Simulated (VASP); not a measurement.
Write the native input for VASP 6.6.1 that does the following.

* Task: single point
* Functional: r2SCAN
* Potentials or basis: VASP PAW PBE potentials, release 64 (Na_pv, F)
* Cutoff: 520 eV
* k mesh: 6 × 6 × 6
* Occupations: gaussian, width 0.01 eV
* Spin: no spin polarisation
* Dipole correction: no
* Further INCAR settings: ALGO = Normal; EDIFF = 1e-07; NBANDS = 14

Crystal: NaF.

```
Na F
1.0
     0.00000    2.53126    2.53126
     2.53126    0.00000    2.53126
     2.53126    2.53126    0.00000
Na F
1 1
Direct
  0.00000 0.00000 0.00000
  0.25000 0.25000 0.25000
```

These files were run (other wordings do the same):

POSCAR

```
NaF
1.0
    0.0000000000      2.5312613679      2.5312613679
    2.5312613679      0.0000000000      2.5312613679
    2.5312613679      2.5312613679      0.0000000000
Na F
1 1
Direct
    0.0000000000      0.0000000000      0.0000000000
    0.2500000000      0.2500000000      0.2500000000
```

INCAR.step1

```
SYSTEM = NaF
ALGO = Normal ; EDIFF = 1E-4
ENCUT = 520 ; GGA = PE
ISMEAR = 0 ; LASPH = .True.
LCHARG = .False. ; LREAL = .False.
LWAVE = .True. ; NBANDS = 14
NELM = 100 ; PREC = Accurate
SIGMA = 0.01
```

INCAR.step2

```
SYSTEM = NaF
ALGO = Normal ; EDIFF = 1E-7
ENCUT = 520 ; ISIF = 2
ISMEAR = 0 ; ISTART = 1
LASPH = .True. ; LCHARG = .False.
LMIXTAU = .True. ; LREAL = .False.
LWAVE = .False. ; METAGGA = R2SCAN
NBANDS = 14 ; NELM = 100
PREC = Accurate ; SIGMA = 0.01
```

KPOINTS

```
k-points
0
Gamma
  6 6 6
  0 0 0
```

Potentials or basis: VASP PAW PBE potentials, release 64 (Na_pv, F).

Run with:

```console
$ cat potpaw_PBE.64/Na_pv/POTCAR potpaw_PBE.64/F/POTCAR > POTCAR
$ cp INCAR.step1 INCAR
$ mpirun -np 1 vasp_std > vasp.out
$ cp INCAR.step2 INCAR
$ mpirun -np 1 vasp_std > vasp.out
```

It gave:

```
Pressure               : -0.3 GPa
Band gap on the k mesh : 6.27 eV, direct
```

Caveat: the PAW data sets were made with another functional, which shifts forces and pressure a little.

Wall time 29 s on 1 thread of AMD EPYC 9R45 96-Core Processor (Zen 5) (shared host), peak memory 0.12 GiB.
